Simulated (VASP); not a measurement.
PtS2: single point with PBE

PtS2:

```
CELL_PARAMETERS angstrom
3.55264 0.00000 0.00000
-1.77632 3.07668 0.00000
0.00000 0.00000 5.12271
ATOMIC_POSITIONS crystal
Pt 0.00000 0.00000 0.00000
S 0.33333 0.66667 0.23926
S 0.66667 0.33333 0.76074
```

```json
{
 "Program": "VASP 6.6.1",
 "Task": "single point",
 "Functional": "PBE",
 "Potentials or basis": "VASP PAW PBE potentials, release 64 (Pt, S)",
 "Cutoff": "520 eV",
 "k mesh": "12 × 12 × 6",
 "Occupations": "fermi-dirac, width 0.02 eV",
 "Spin": "no spin polarisation",
 "Dipole correction": "no",
 "Further INCAR settings": "ALGO = Normal; EDIFF = 1e-07; NBANDS = 18"
}
```

| Item | Value |
| --- | --- |
| Pressure | 3.2 GPa |
| Largest force | 0.026 eV/Å |
| Band gap on the k mesh | 0.71 eV (least direct gap 0.97 eV) |

Forces in eV/Å, atoms in the order of the input:
```
Pt   0.000  0.000  0.000
S    0.000  0.000  0.026
S    0.000  0.000 -0.026
```

Stress tensor (GPa, compression positive):
```
3.63 0.00 0.00
0.00 3.63 0.00
0.00 0.00 2.31
```

Levels at points of the mesh, in eV from the valence-band top:
```
           k point  band 8  band 9  band 10  band 11  band 12  band 13  band 14  band 15
(0.00, 0.00, 0.00)   -1.98   -1.03    -1.03    -0.02     2.12     2.12     4.77     5.43
(0.50, 0.00, 0.00)   -3.09   -3.02    -2.92    -2.40     1.56     2.57     5.44     6.46
(0.00, 0.00, 0.50)   -2.57   -1.26    -1.26    -1.11     2.64     2.64     5.57     7.08
(0.50, 0.00, 0.50)   -3.03   -2.70    -2.66    -1.42     1.75     2.23     5.08     5.49
```

Run time: 41 s on 1 thread of Intel(R) Xeon(R) 6975P-C (Granite Rapids), on a shared host, peak memory 0.24 GiB.

Caveat: the cell stands under pressure; spin-orbit coupling is left out, which moves the levels of the heavy elements. A k mesh can miss the band edges.
